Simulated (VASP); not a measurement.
A run of VASP 6.6.1 is set up as follows.

Contents of INCAR:

```
PREC = Accurate ; ENCUT = 520
EDIFF = 1E-6 ; ISMEAR = 0
SIGMA = 0.2 ; LREAL = False
LASPH = True ; NELM = 80
ALGO = Fast ; ISIF = 2
LWAVE = False ; LCHARG = True
GGA = PE ; LELF = True
LVHAR = True ; NBANDS = 99
```

KPOINTS

```
Automatic mesh
0
Gamma
  4 4 4
```

The input POSCAR:

```
Cu4Sn3
1.0
    0.0000000000      0.0000000000     -5.3064438930
    0.0000000000      7.4030210971      0.0000000000
    6.4319786947     -3.7015105485      0.0000000000
Cu Sn
8 6
Direct
    0.5000000000      0.0000000000      1.0000000000
    1.0000000000      1.0000000000      1.0000000000
    1.0000000000      0.3471352211      0.6942704421
    0.5000000000      0.3471352211      0.6942704421
    0.7500000000      0.3154533060      1.0000000000
    0.2500000000      0.6845466940      1.0000000000
    0.5000000000      0.6528647789      0.3057295579
    1.0000000000      0.6528647789      0.3057295579
    0.7500000000      0.3328245070      0.3680399039
    0.7500000000      0.9647846031      0.6319600961
    0.7500000000      0.6892509825      1.0000000000
    0.2500000000      0.6671754930      0.6319600961
    0.2500000000      0.0352153969      0.3680399039
    0.2500000000      0.3107490175      1.0000000000
```

Potentials or basis: VASP PAW PBE potentials, release 64 (Cu, Sn_d).

Command:

```bash
$ cat potpaw_PBE.64/Cu/POTCAR potpaw_PBE.64/Sn_d/POTCAR > POTCAR
$ mpirun -np 1 vasp_std > vasp.out
```

(1) Estimate the band gap on the k mesh.

(2) What does it give for the pressure?

(3) What does it give for the largest force?

Results:

(1) zero (bands 86 and 87 overlap by 1.68 eV).

(2) 0.1 GPa.

(3) 0.018 eV/Å.

Caveat: spin-orbit coupling is left out, which moves the levels of the heavy elements.
